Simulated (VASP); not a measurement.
# TaC (Fm-3m) in VASP: a series of runs, part 2 of 2

VASP 6.6.1. Earlier steps stand in the parts before.

### 3 Single point, PBEsol+D3(BJ)

INCAR reads:

```
SYSTEM = TaC
PREC = Accurate
ENCUT = 600
EDIFF = 1E-6
ISMEAR = -1
SIGMA = 0.1
LREAL = .False.
LASPH = .True.
NELM = 120
ALGO = Normal
ISIF = 2
LWAVE = .False.
LCHARG = .False.
GGA = PS
IVDW = 12
NBANDS = 14
GGA_COMPAT = .False.
```

KPOINTS reads:

```
regular mesh
0
Gamma
  4 4 4
  0 0 0
```

POSCAR reads:

```
TaC
1.0
    0.0000000000      2.2230000000      2.2230000000
    2.2230000000      0.0000000000      2.2230000000
    2.2230000000      2.2230000000      0.0000000000
Ta C
1 1
Direct
    0.0000000000      0.0000000000      0.0000000000
    0.5000000000      0.5000000000      0.5000000000
```

Potentials or basis: VASP PAW PBE potentials, release 64 (Ta_pv, C).

On the command line:

```sh
> cat potpaw_PBE.64/Ta_pv/POTCAR potpaw_PBE.64/C/POTCAR > POTCAR
> mpirun -np 1 vasp_std > vasp.out
```

OUTCAR:

```text
SYSTEM = TaC
   PREC = Accurate
   ENCUT = 600
   EDIFF = 1E-6
   ISMEAR = -1
   LREAL = .False.
   LASPH = .True.
   NELM = 120
   ISIF = 2
   GGA = PS
   IVDW = 12
 IVDW          = 12

 ion  position               nearest neighbor table
   1  0.000  0.000  0.000-   2 2.22   2 2.22   2 2.22   2 2.22   2 2.22   2 2.22
   2  0.500  0.500  0.500-   1 2.22   1 2.22   1 2.22   1 2.22   1 2.22   1 2.22

  LATTYP: Found a face centered cubic cell.
 ALAT       =     4.4460000000

  Lattice vectors:

 A1 = (   0.0000000000,   2.2230000000,   2.2230000000)
 A2 = (   2.2230000000,   0.0000000000,   2.2230000000)
 A3 = (   2.2230000000,   2.2230000000,   0.0000000000)

Analysis of symmetry for initial positions (statically):
=====================================================================
 Subroutine PRICEL returns:
 Original cell was already a primitive cell.

 Routine SETGRP: Setting up the symmetry group for a
 face centered cubic supercell.

 Subroutine GETGRP returns: Found 48 space group operations
 (whereof 48 operations were pure point group operations)
 out of a pool of 48 trial point group operations.

The static configuration has the point symmetry O_h .

Analysis of symmetry for dynamics (positions and initial velocities):
=====================================================================
 Subroutine PRICEL returns:
 Original cell was already a primitive cell.

 Routine SETGRP: Setting up the symmetry group for a
 face centered cubic supercell.

 Subroutine GETGRP returns: Found 48 space group operations
 (whereof 48 operations were pure point group operations)
 out of a pool of 48 trial point group operations.

The dynamic configuration has the point symmetry O_h .

 Subroutine INISYM returns: Found 48 space group operations
 (whereof 48 operations are pure point group operations),
 and found     1 'primitive' translations

----------------------------------------------------------------------------------------

                                     Primitive cell

[... 103 lines left out ...]
   LRPA    =     F    only Hartree local field effects (RPA)
 non-spin polarized calculation
  energy-cutoff  :      600.00
  volume of cell :       21.97
 maximum number of plane-waves:       754
 NGX is ok and might be reduce to    28
   NGX = 13   NGY = 13   NGZ = 13

 number of electron      14.9999999 magnetization

 Free energy of the ion-electron system (eV)
  ---------------------------------------------------
  ext. energy  EPLUGINS =         0.00000000
  ---------------------------------------------------
  free energy    TOTEN  =       -23.41984297 eV

  energy without entropy =      -23.38434319  energy(sigma->0) =      -23.40209308

 E-fermi :   8.0303     XC(G=0): -13.3605

 val. band max:        7.9338472290   @ k =   0.0000   0.0000   0.0000
 cond. band min:       8.6848996000   @ k =   0.2500   0.0000   0.0000
 fundamental gap:      0.7510523710
 Fermi energy:         8.0303019697

 k-point     1 :       0.0000    0.0000    0.0000
  band No.  band energies     occupation
      1     -26.7577      2.00000
      2     -26.7577      2.00000
      3     -26.7577      2.00000
      4      -6.4895      2.00000
      5       6.8981      1.99998
      6       6.8981      1.99998
      7       6.8981      1.99998
      8       7.9338      1.44806
      9       7.9338      1.44806
     10       7.9338      1.44806
     11       8.9091      0.00031
     12       8.9091      0.00031
     13      15.0265      0.00000
     14      18.3135      0.00000
[... 105 lines left out ...]
      1     -27.2141      2.00000
      2     -27.2141      2.00000
      3     -27.0242      2.00000
      4      -3.4249      2.00000
      5       3.0109      2.00000
      6       3.3029      2.00000
      7       3.3029      2.00000
      8       9.9446      0.00000
      9       9.9446      0.00000
     10      12.3934      0.00000
     11      13.2640      0.00000
     12      14.7700      0.00000
     13      20.8625      0.00000
     14      21.3105      0.00000

------------------------ aborting loop because EDIFF is reached ----------------------------------------

 Edisp (eV)   -0.92295

 E8    (eV) :    -0.6459

  FORCE on cell =-STRESS in cart. coord.  units (eV):
  Direction    XX          YY          ZZ          XY          YZ          ZX
  --------------------------------------------------------------------------------------
  -------------------------------------------------------------------------------------
  Total      -0.83845    -0.83845    -0.83845     0.00000    -0.00000     0.00000
  in kB     -61.14173   -61.14173   -61.14173     0.00000    -0.00000     0.00000
  external pressure =      -61.14 kB  Pullay stress =        0.00 kB

 VOLUME and BASIS-vectors are now :
 -----------------------------------------------------------------------------
  energy-cutoff  :      600.00
  volume of cell :       21.97
      direct lattice vectors                 reciprocal lattice vectors
     0.000000000  2.223000000  2.223000000    -0.224921278  0.224921278  0.224921278
     2.223000000  0.000000000  2.223000000     0.224921278 -0.224921278  0.224921278
     2.223000000  2.223000000  0.000000000     0.224921278  0.224921278 -0.224921278

 POSITION                                       TOTAL-FORCE (eV/Angst)
 -----------------------------------------------------------------------------------
      0.00000      0.00000      0.00000         0.000000      0.000000      0.000000
      2.22300      2.22300      2.22300        -0.000000     -0.000000     -0.000000
 -----------------------------------------------------------------------------------
    total drift:                                0.000000      0.000000      0.000000

  FREE ENERGIE OF THE ION-ELECTRON SYSTEM (eV)
  ---------------------------------------------------
  free  energy   TOTEN  =       -24.3427956277 eV

  energy  without entropy=      -24.3072958456  energy(sigma->0) =      -24.32504574
```

OSZICAR:

```text
N       E                     dE             d eps       ncg     rms          rms(c)
DAV:   1     0.942345077714E+02    0.94235E+02   -0.85783E+03   224   0.118E+03
DAV:   2    -0.232122428515E+02   -0.11745E+03   -0.11209E+03   278   0.317E+02
DAV:   3    -0.267482222885E+02   -0.35360E+01   -0.34943E+01   272   0.480E+01
DAV:   4    -0.267756989520E+02   -0.27477E-01   -0.27465E-01   242   0.460E+00
DAV:   5    -0.267758254157E+02   -0.12646E-03   -0.12646E-03   266   0.303E-01    0.250E+01
DAV:   6    -0.234910660549E+02    0.32848E+01   -0.62488E+00   250   0.239E+01    0.916E+00
DAV:   7    -0.234548802166E+02    0.36186E-01   -0.39817E-01   284   0.474E+00    0.586E+00
DAV:   8    -0.234244710986E+02    0.30409E-01   -0.10541E-01   254   0.239E+00    0.134E+00
DAV:   9    -0.234200282954E+02    0.44428E-02   -0.12004E-02   242   0.735E-01    0.190E-01
DAV:  10    -0.234198936143E+02    0.13468E-03   -0.77100E-04   296   0.326E-01    0.561E-02
DAV:  11    -0.234198428491E+02    0.50765E-04   -0.71920E-05   242   0.940E-02    0.827E-03
DAV:  12    -0.234198429684E+02   -0.11933E-06   -0.75798E-06   296   0.249E-02
   1 F= -.24342796E+02 E0= -.24325046E+02  d E =-.354998E-01
```

stdout:

```text
POSCAR found type information on POSCAR TaC
 POSCAR found :  2 types and       2 ions
 scaLAPACK will be used
 -----------------------------------------------------------------------------
|                                                                             |
|                                                                             |
|     You enforced a specific xc type in the INCAR file but a different       |
|     I HOPE YOU KNOW WHAT YOU ARE DOING!                                     |
|                                                                             |
 -----------------------------------------------------------------------------

 LDA part: xc-table for (Slater+PW92), standard interpolation
 POSCAR, INCAR and KPOINTS ok, starting setup
 FFT: planning ... GRIDC
 FFT: planning ... GRID_SOFT
 FFT: planning ... GRID
 WAVECAR not read
 entering main loop
```

Wall time 6.4 s (1 thread of Intel Xeon 6975P-C (Granite Rapids), shared host); peak memory 0.16 GiB.

Results:

```
Free energy                : -24.3428 eV
Pressure                   : -6.1 GPa
Dispersion energy per atom : -0.461 eV
```

Caveat: the k points lie up to 0.61 Å⁻¹ apart; the PAW data sets were made with another functional, which shifts forces and pressure a little; spin-orbit coupling is left out, which moves the levels of the heavy elements; pairwise dispersion overbinds metals, which lowers pressure and volume.
